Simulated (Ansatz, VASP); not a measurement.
SnSe in VASP and in Ansatz

The input INCAR:

```
SYSTEM = SnSe
PREC     = Accurate       ! precision mode
ENCUT    = 600            ! plane-wave cutoff, eV
EDIFF    = 1E-6           ! SCF threshold, eV
ISMEAR   = 0              ! smearing method
SIGMA    = 0.01           ! smearing width, eV
LREAL    = .FALSE.        ! projectors in reciprocal space
LASPH    = .TRUE.         ! aspherical terms in the spheres
NELM     = 100            ! most SCF steps
ALGO     = Normal         ! electronic algorithm
ISIF     = 3              ! what is computed and relaxed
LWAVE    = .FALSE.        ! write WAVECAR
LCHARG   = .FALSE.        ! write CHGCAR
GGA      = PE             ! functional
IBRION   = 2              ! ionic algorithm
NSW      = 80             ! ionic steps
EDIFFG   = -0.001         ! ionic threshold
```

The input KPOINTS:

```
regular mesh
0
G
  12 12 12
  0 0 0
```

Contents of POSCAR:

```
SnSe
1.0
   -2.1441760442      2.1441760442      3.0458386458
    2.1441760442     -2.1441760442      3.0458386458
    2.1441760442      2.1441760442     -3.0458386458
Sn Se
1 1
Direct
    0.2617670146      0.2617670146      0.0000000000
    0.7382329854      0.7382329854      0.0000000000
```

Input for Ansatz:

```yaml
crystal:
  lattice:
    - [-2.1441760442, 2.1441760442, 3.0458386458]
    - [2.1441760442, -2.1441760442, 3.0458386458]
    - [2.1441760442, 2.1441760442, -3.0458386458]
  atoms:
    - { symbol: Sn, position: [0.2617670146, 0.2617670146, 0.0] }
    - { symbol: Se, position: [0.7382329854, 0.7382329854, 0.0] }
basis:
  ecutwfc: 420
kpoints:
  mp_grid: { grid: [12, 12, 12] }
hamiltonian:
  xc: pbe
scf:
  occupations: { method: fixed }
output:
  forces: true
  stress: true
  eigenvalues: true
  write_density: true
  write_potential: true
  elf: true
  volumetric_format: npy
relax:
  adjacent_minimum: "off"
  f_tol: 0.001
  max_steps: 60
  cell: { stress_tol: 0.01 }
```

Alike in both runs: task relaxation of cell and atoms; functional PBE; k mesh 12 × 12 × 12; no spin polarisation.

```csv
,VASP,Ansatz
version,VASP 6.6.1,Ansatz 0.2.0
potentials or method,"VASP PAW PBE potentials, release 64 (Sn_d, Se), cutoff 600 eV","scalar-relativistic, plane waves, PAW"
occupations,"gaussian, width 0.01 eV",fixed
valence electrons in the cell,20,30
```

```csv
,VASP,Ansatz,Ansatz less VASP
"gap on the k mesh at the Fermi level, each at its own relaxed structure (eV)",0.46,0.46,+0.005
relaxed volume (Å³/atom),28.02,28.02,-0.001
relaxed length of the cell vector where the two differ most in proportion (Å),4.299,4.299,+0.0001
```

VASP's potentials hold 20 valence electrons a cell and Ansatz's 30, so a difference there can come from the potentials and not from the codes.
